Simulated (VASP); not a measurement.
Runs of VASP 6.6.1 on TaN. The cell holds an amorphous packing of atoms, 16 atoms: a = 5.917 Å, b = 5.654 Å, c = 5.524 Å, α = 94.50°, β = 89.17°, γ = 87.23°. 

```csv
smearing,gap on the mesh (eV),pressure (GPa),largest force (eV/Å)
fermi-dirac 0.2482 eV,0.20,21.4,11.09
fermi-dirac 0.05 eV,0.76,9.0,(a)
fermi-dirac 0.1379 eV,0.41,17.0,5.28
fermi-dirac 0.3447 eV,(b),36.8,13.73
```

Alike in all rows: task single point; level PBE; potentials or basis VASP PAW PBE potentials, release 64 (Ta_pv, N); no spin polarisation; cell as given; k mesh 1 × 1 × 1, shifted; cutoff (eV) 520.

Q: Estimate the missing entries.

A: (a) 2.74; (b) 0.25.

Caveats: all runs use coarse meshes; spin-orbit coupling is left out, which moves the levels of the heavy elements.

A k mesh can miss the band edges, and the runs leave out spin-orbit coupling on Ta.
